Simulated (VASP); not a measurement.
Input of a VASP 6.6.1 run:

File INCAR:

```
ALGO = Normal
EDIFF = 1E-7
ENCUT = 520
GGA = RP
ISIF = 2
ISMEAR = -1
IVDW = 12
LASPH = T
LCHARG = F
LREAL = F
LWAVE = F
NBANDS = 12
NELM = 80
PREC = Accurate
SIGMA = 0.05
```

Contents of KPOINTS:

```
k-points
0
Gamma
  10 10 10
```

POSCAR

```
LiF
1.0
    2.4340319107      0.0000000000      0.0000000000
    0.0000000000      2.4340319107      0.0000000000
    0.0000000000      0.0000000000      2.4340319107
F Li
1 1
Direct
    0.5000000000      0.5000000000      0.5000000000
    0.0000000000      0.0000000000      0.0000000000
```

Potentials or basis: VASP PAW PBE potentials, release 64 (F, Li_sv).

Run with:

```bash
$ cat potpaw_PBE.64/F/POTCAR potpaw_PBE.64/Li_sv/POTCAR > POTCAR
$ mpirun -np 1 vasp_std > vasp.out
```

(1) Estimate the band gap on the k mesh.

(2) What does it give for the dispersion energy per atom?

Results:

(1) 9.10 eV, indirect (least direct gap 9.93 eV).

(2) -0.821 eV.
